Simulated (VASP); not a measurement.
# CsBr (P4/mmm) in VASP: a series of runs, part 2 of 2

VASP 6.6.1. The steps go on from the part before.

## 3. Single point, PBE (uniaxial x strain -1.3%)

INCAR

```
  PREC = Accurate
  ENCUT = 520
  EDIFF = 1E-6
  ISMEAR = -1
  SIGMA = 0.02
  LREAL = False
  LASPH = True
  NELM = 100
  ALGO = Normal
  ISIF = 2
  LWAVE = False
  LCHARG = False
  GGA = PE
  NBANDS = 15
```

KPOINTS

```
Automatic mesh
0
Gamma
  6 6 6
```

POSCAR

```
CsBr
1.0
    4.2627942446      0.0000000000      0.0000000000
    0.0000000000      4.3193780977      0.0000000000
    0.0000000000      0.0000000000      4.3193780977
Cs Br
1 1
Direct
    0.0000000000      0.0000000000      0.0000000000
    0.5000000000      0.5000000000      0.5000000000
```

Potentials or basis: VASP PAW PBE potentials, release 64 (Cs_sv, Br).

Command:

```console
> cat potpaw_PBE.64/Cs_sv/POTCAR potpaw_PBE.64/Br/POTCAR > POTCAR
> mpirun -np 1 vasp_std > vasp.out
```

Run time: 27 s. Hardware: 1 thread of Intel Xeon Platinum 8259CL at 2.50GHz (Skylake/Cascade Lake), shared host; peak memory 0.2 GiB.

Results (log left out):

```
Free energy            : -6.0090 eV
Pressure               : 0.9 GPa
Band gap on the k mesh : 4.44 eV, indirect (the least direct gap lies 4.1 meV higher)
```

Stress tensor (GPa, compression positive):
```
1.13 0.00 0.00
0.00 0.83 0.00
0.00 0.00 0.83
```

Levels at points of the mesh, in eV from the valence-band top:
```
           k point  band 5  band 6  band 7  band 8  band 9  band 10  band 11  band 12
(0.00, 0.00, 0.00)   -6.41   -0.05   -0.05    0.00    4.44     4.87     4.91     8.98
(0.50, 0.00, 0.00)   -6.32   -1.35   -0.26   -0.26    5.92     7.28     7.70     8.28
(0.00, 0.50, 0.00)   -6.31   -1.34   -0.27   -0.20    5.87     7.19     7.67     8.31
(0.50, 0.50, 0.00)   -6.26   -0.62   -0.60   -0.05    5.24     5.43     7.12     7.17
(0.00, 0.50, 0.50)   -6.25   -0.60   -0.60    0.00    5.20     5.52     7.27     7.27
(0.50, 0.50, 0.50)   -6.80   -1.20   -1.19   -1.19    8.20     8.20     8.32     9.07
```

Caveat: the cell differs from its parent crystal (uniaxial x strain -1.3%); spin-orbit coupling is left out, which moves the levels of the heavy elements.

## 4. Single point, HSE06 (uniaxial z strain +0.8%)

POSCAR

```
CsBr
1.0
    4.3193780977      0.0000000000      0.0000000000
    0.0000000000      4.3193780977      0.0000000000
    0.0000000000      0.0000000000      4.3552289359
Cs Br
1 1
Direct
    0.0000000000      0.0000000000      0.0000000000
    0.5000000000      0.5000000000      0.5000000000
```

INCAR.step1

```
SYSTEM = CsBr
  ALGO = Normal
  EDIFF = 1E-5
  ENCUT = 520
  GGA = PE
  ISIF = 2
  ISMEAR = 0
  LASPH = .TRUE.
  LCHARG = .FALSE.
  LREAL = .FALSE.
  LWAVE = .TRUE.
  NBANDS = 15
  NELM = 100
  PREC = Accurate
  SIGMA = 0.01
```

INCAR.step2

```
SYSTEM = CsBr
  ALGO = Normal
  EDIFF = 1E-6
  ENCUT = 520
  GGA = PE
  HFSCREEN = 0.2079
  ISIF = 2
  ISMEAR = 0
  ISTART = 1
  LASPH = .TRUE.
  LCHARG = .FALSE.
  LHFCALC = .TRUE.
  LREAL = .FALSE.
  LWAVE = .FALSE.
  NBANDS = 15
  NELM = 100
  PREC = Accurate
  PRECFOCK = Normal
  SIGMA = 0.01
```

KPOINTS

```
k-points
0
G
  4 4 4
  0 0 0
```

Potentials or basis: VASP PAW PBE potentials, release 64 (Cs_sv, Br).

Command:

```console
> cat potpaw_PBE.64/Cs_sv/POTCAR potpaw_PBE.64/Br/POTCAR > POTCAR
> cp INCAR.step1 INCAR
> mpirun -np 1 vasp_std > vasp.out
> cp INCAR.step2 INCAR
> mpirun -np 1 vasp_std > vasp.out
```

OUTCAR:

```text
SYSTEM = CsBr
   EDIFF = 1E-6
   ENCUT = 520
   GGA = PE
   HFSCREEN = 0.2079
   ISIF = 2
   ISMEAR = 0
   ISTART = 1
   LASPH = .TRUE.
   LHFCALC = .TRUE.
   LREAL = .FALSE.
   NELM = 100
   PREC = Accurate
   PRECFOCK = Normal

 ion  position               nearest neighbor table
   1  0.000  0.000  0.000-
   2  0.500  0.500  0.500-

  LATTYP: Found a simple tetragonal cell.
 ALAT       =     4.3193780977
 C/A-ratio  =     1.0083000000

  Lattice vectors:
[... 509 lines left out ...]
     15      11.3951      0.00000

------------------------ aborting loop because EDIFF is reached ----------------------------------------

  FORCE on cell =-STRESS in cart. coord.  units (eV):
  Direction    XX          YY          ZZ          XY          YZ          ZX
  --------------------------------------------------------------------------------------
  -------------------------------------------------------------------------------------
  Total        0.1627360      0.1627360      0.0648898      0.0000000     -0.0000000      0.0000000
  in kB        3.2087864      3.2087864      1.2794810      0.0000000     -0.0000000      0.0000000
  external PRESSURE =       2.5656846 kB  Pullay stress =       0.0000000 kB

 VOLUME and BASIS-vectors are now :
 -----------------------------------------------------------------------------
  energy-cutoff  :      520.00
  volume of cell :       81.26
      direct lattice vectors                 reciprocal lattice vectors
     4.319378098  0.000000000  0.000000000     0.231514810  0.000000000  0.000000000
     0.000000000  4.319378098  0.000000000     0.000000000  0.231514810  0.000000000
     0.000000000  0.000000000  4.355228936     0.000000000  0.000000000  0.229609055

 POSITION                                       TOTAL-FORCE (eV/Angst)
 -----------------------------------------------------------------------------------
      0.00000      0.00000      0.00000         0.000000      0.000000      0.000000
      2.15969      2.15969      2.17761         0.000000      0.000000      0.000000
 -----------------------------------------------------------------------------------
    total drift:                               -0.000000      0.000000      0.000000

  FREE ENERGIE OF THE ION-ELECTRON SYSTEM (eV)
  ---------------------------------------------------
  free  energy   TOTEN  =        -6.9992160394 eV

  energy  without entropy=       -6.9992160394  energy(sigma->0) =       -6.99921604
```

Wall time 18 min (1 thread of Intel Xeon Platinum 8259CL at 2.50GHz (Skylake/Cascade Lake), shared host); peak memory 0.31 GiB.

Results:

```yaml
Free_energy: -6.9992 eV
Pressure: 0.3 GPa
Band_gap_on_the_k_mesh: 5.55 eV, indirect (least direct gap 5.56 eV)
```

Caveat: the cell differs from its parent crystal (uniaxial z strain +0.8%); the PAW data sets were made with another functional, which shifts forces and pressure a little; spin-orbit coupling is left out, which moves the levels of the heavy elements.

## 5. The runs side by side

```tsv
level	cell	k mesh	smearing	grid for exact exchange (PRECFOCK)	screening parameter	gap on the mesh (eV)	pressure (GPa)
HSE06	a = 4.263, b = 4.319, c = 4.319 Å, 2 atoms	4 × 4 × 4	gaussian 0.01 eV	Normal	0.2079 1/Å	5.62	0.6
PBE	a = 4.263, b = 4.319, c = 4.319 Å, 2 atoms	6 × 6 × 6	fermi-dirac 0.02 eV	-	-	4.44	0.9
HSE06	a = 4.319, b = 4.319, c = 4.355 Å, 2 atoms	4 × 4 × 4	gaussian 0.01 eV	Normal	0.2079 1/Å	5.55	0.3
```

Alike in all rows: task single point; potentials or basis VASP PAW PBE potentials, release 64 (Cs_sv, Br); no spin polarisation; cutoff (eV) 520.

Caveats: spin-orbit coupling is left out, which moves the levels of the heavy elements; the PAW data sets were made with another functional, which shifts forces and pressure a little (some runs).

Total energies depend on the potentials used, so only differences within one code and one set of settings carry meaning.
